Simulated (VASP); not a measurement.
Write the native input for VASP 6.6.1 that does the following.

- Task: single point
- Functional: PBE
- Potentials or basis: VASP PAW PBE potentials, release 64 (Sc_sv, Al, N)
- Cutoff: 520 eV
- k mesh: 6 × 6 × 4
- Occupations: gaussian, width 0.1 eV
- Spin: collinear spin, ferromagnetic start
- Starting moments: [0.0, 0.0, 1.0, 1.0] μB
- Dipole correction: no
- Further INCAR settings: ALGO = Normal; EDIFF = 1e-07; NBANDS = 24

The structure of ScAlN2 lies in POSCAR:

```
ScAlN2
1.0
    3.8730378000      0.0000000000      0.0000000000
   -1.9365189000      3.3541491200      0.0000000000
    0.0000000000      0.0000000000      4.3544410400
Sc Al N
1 1 2
Direct
    0.0000000000      0.0000000000      0.5000000000
    0.0000000000      0.0000000000      0.0000000000
    0.3333333300      0.6666666700      0.5000000000
    0.6666666700      0.3333333300      0.5000000000
```

These files were run (other wordings do the same):

INCAR

```
PREC     = Accurate       # precision mode
ENCUT    = 520            # plane-wave cutoff, eV
EDIFF    = 1E-7           # SCF threshold, eV
ISMEAR   = 0              # smearing method
SIGMA    = 0.1            # smearing width, eV
LREAL    = F              # projectors in reciprocal space
LASPH    = T              # aspherical terms in the spheres
NELM     = 150            # most SCF steps
ALGO     = Normal         # electronic algorithm
ISIF     = 2              # what is computed and relaxed
LWAVE    = F              # write WAVECAR
LCHARG   = F              # write CHGCAR
ISPIN    = 2              # spin polarisation
MAGMOM   = 0 0 1 1        # initial moments
LORBIT   = 11             # projections on sites
LMAXMIX  = 4              # l up to which the mixer works
GGA      = PE             # functional
NBANDS   = 24             # bands
```

KPOINTS

```
Automatic mesh
0
Gamma
  6 6 4
```

Potentials or basis: VASP PAW PBE potentials, release 64 (Sc_sv, Al, N).

Launch:

```console
$ cat potpaw_PBE.64/Sc_sv/POTCAR potpaw_PBE.64/Al/POTCAR potpaw_PBE.64/N/POTCAR > POTCAR
$ mpirun -np 1 vasp_std > vasp.out
```

Results of the run:

```
Pressure                                              : 19.7 GPa
Net moment                                            : 0.20 μB per cell
Site moments                                          : Sc +0.00; Al -0.00; N +0.08 μB
Valence electrons inside the program's atomic spheres : Sc 10.15; Al 0.90; N 3.49
```

Caveat: the k points lie up to 0.36 Å⁻¹ apart.

Run time: 46 s on 1 thread of Intel(R) Xeon(R) 6975P-C (Granite Rapids) (shared host), peak memory 0.21 GiB.
